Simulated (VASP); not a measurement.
Wanted: the native input for a VASP 6.6.1 run.

```
Task                   : single point
Functional             : r2SCAN
Potentials or basis    : VASP PAW PBE potentials, release 64 (Si, C)
Cutoff                 : 520 eV
k mesh                 : 12 × 12 × 6
Occupations            : gaussian, width 0.05 eV
Spin                   : no spin polarisation
Dipole correction      : no
Further INCAR settings : ALGO = Normal; EDIFF = 1e-06; NBANDS = 16
```

SiC:

```
Si C
1.0
     2.95219    0.00000    0.00000
    -1.47609    2.55667    0.00000
     0.00000    0.00000    5.04817
Si C
2 2
Cartesian
  0.0000 1.7044 0.0232
  1.4761 0.8522 2.5473
  0.0000 1.7044 1.9203
  1.4761 0.8522 4.4444
```

This cell differs from its parent crystal: strain -0.040 along x and y, +0.000 along z.

The input as run:

POSCAR

```
SiC
1.0
    2.9521872073      0.0000000000      0.0000000000
   -1.4760936037      2.5566691183      0.0000000000
    0.0000000000      0.0000000000      5.0481668526
Si C
2 2
Direct
    0.3333333333      0.6666666667      0.0046028828
    0.6666666667      0.3333333333      0.5046028828
    0.3333333333      0.6666666667      0.3803971172
    0.6666666667      0.3333333333      0.8803971172
```

INCAR.step1

```
PREC     = Accurate       # precision mode
ENCUT    = 520            # plane-wave cutoff, eV
ISMEAR   = 0              # smearing method
SIGMA    = 0.05           # smearing width, eV
LREAL    = False          # projectors in reciprocal space
LASPH    = True           # aspherical terms in the spheres
NELM     = 80             # most SCF steps
NBANDS   = 16             # bands
GGA      = PE             # functional
ALGO     = Normal         # electronic algorithm
EDIFF    = 1E-4           # SCF threshold, eV
LWAVE    = True           # write WAVECAR
LCHARG   = False          # write CHGCAR
```

INCAR.step2

```
PREC     = Accurate       # precision mode
ENCUT    = 520            # plane-wave cutoff, eV
EDIFF    = 1E-6           # SCF threshold, eV
ISMEAR   = 0              # smearing method
SIGMA    = 0.05           # smearing width, eV
LREAL    = False          # projectors in reciprocal space
LASPH    = True           # aspherical terms in the spheres
NELM     = 80             # most SCF steps
ALGO     = Normal         # electronic algorithm
ISIF     = 2              # what is computed and relaxed
LWAVE    = False          # write WAVECAR
LCHARG   = False          # write CHGCAR
METAGGA  = R2SCAN         # meta-GGA
LMIXTAU  = True         
NBANDS   = 16             # bands
ISTART   = 1
```

KPOINTS

```
regular mesh
0
Gamma
  12 12 6
```

Potentials or basis: VASP PAW PBE potentials, release 64 (Si, C).

Command:

```console
$ cat potpaw_PBE.64/Si/POTCAR potpaw_PBE.64/C/POTCAR > POTCAR
$ cp INCAR.step1 INCAR
$ mpirun -np 1 vasp_std > vasp.out
$ cp INCAR.step2 INCAR
$ mpirun -np 1 vasp_std > vasp.out
```

It gave:

```yaml
Pressure: 22.4 GPa
Largest_force: 0.510 eV/Å
Band_gap_on_the_k_mesh: 2.35 eV (least direct gap 5.07 eV)
```

Caveat: the cell differs from its parent crystal (strain -0.040 along x and y, +0.000 along z); the stress differs along the axes, from 3 to 32 GPa; the PAW data sets were made with another functional, which shifts forces and pressure a little.

It took 67 s on 1 thread of Intel(R) Xeon(R) 6975P-C (Granite Rapids), with other jobs on the host, peak memory 0.18 GiB.
